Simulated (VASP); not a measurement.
Mn, 1 atom in the cell. The structure is cubic, space group Pm-3m (No. 221). The conventional cell has a = 2.191 Å, b = 2.191 Å, c = 2.191 Å, α = 90.00°, β = 90.00°, γ = 90.00°. Mn (site symmetry m-3m) has 6 Mn at 2.19 Å within 2.9 Å.  This cell differs from its parent crystal: volume scaled by 0.92.

* Program: VASP 6.6.1
* Task: single point
* Functional: PBEsol
* Potentials or basis: VASP PAW PBE potentials, release 64 (Mn_pv)
* Cutoff: 520 eV
* k mesh: 16 × 16 × 16
* Occupations: fermi-dirac, width 0.1 eV
* Spin: no spin polarisation
* Dipole correction: no
* Further INCAR settings: ALGO = Normal; EDIFF = 1e-06; NBANDS = 12

Potentials or basis: VASP PAW PBE potentials, release 64 (Mn_pv).

Launch:

```sh
$ cat potpaw_PBE.64/Mn_pv/POTCAR > POTCAR
$ mpirun -np 1 vasp_std > vasp.out
```

Hardware: 1 thread of Intel(R) Xeon(R) 6975P-C (Granite Rapids), with other jobs on the host.

Question: Estimate the wall time of this run.

Answer: Wall time 3.8 s on 1 thread of Intel(R) Xeon(R) 6975P-C (Granite Rapids), on a shared host, peak memory 0.12 GiB. Counts: scf iterations 12, k points 165.
